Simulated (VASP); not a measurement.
Wanted: the native input for a VASP 6.6.1 run.

```yaml
Task: single point
Functional: PBE
Potentials_or_basis: VASP PAW PBE potentials, release 64 (W_sv, C)
Cutoff: 520 eV
k_mesh: 18 × 18 × 14
Occupations: gaussian, width 0.1 eV
Spin: no spin polarisation
Dipole_correction: no
Further_INCAR_settings: ALGO = Normal; EDIFF = 1e-06; NBANDS = 16
```

The structure of WC (pbe) lies in POSCAR:

```
WC
1.0
    2.9218847921      0.0000000000      0.0000000000
   -1.4609423961      2.5304264569      0.0000000000
    0.0000000000      0.0000000000      2.8472479463
W C
1 1
Direct
    0.0000000000      0.0000000000      0.0000000000
    0.6666666667      0.3333333333      0.5000000000
```

The input as run:

INCAR

```
PREC     = Accurate       # precision mode
ENCUT    = 520            # plane-wave cutoff, eV
EDIFF    = 1E-6           # SCF threshold, eV
ISMEAR   = 0              # smearing method
SIGMA    = 0.1            # smearing width, eV
LREAL    = F              # projectors in reciprocal space
LASPH    = T              # aspherical terms in the spheres
NELM     = 80             # most SCF steps
ALGO     = Normal         # electronic algorithm
ISIF     = 2              # what is computed and relaxed
LWAVE    = F              # write WAVECAR
LCHARG   = F              # write CHGCAR
GGA      = PE             # functional
NBANDS   = 16             # bands
```

KPOINTS

```
Automatic mesh
0
Gamma
  18 18 14
```

Potentials or basis: VASP PAW PBE potentials, release 64 (W_sv, C).

The run is started by

```bash
$ cat potpaw_PBE.64/W_sv/POTCAR potpaw_PBE.64/C/POTCAR > POTCAR
$ mpirun -np 1 vasp_std > vasp.out
```

It gave:

```
Pressure               : 1.0 GPa
Band gap on the k mesh : zero (band 9 reaches 11.50 eV, above the bottom of band 10 at 10.31 eV)
```

Caveat: spin-orbit coupling is left out, which moves the levels of the heavy elements.

It took 44 s on 1 thread of Intel(R) Xeon(R) Platinum 8488C (Sapphire Rapids), on a shared host, peak memory 0.22 GiB.
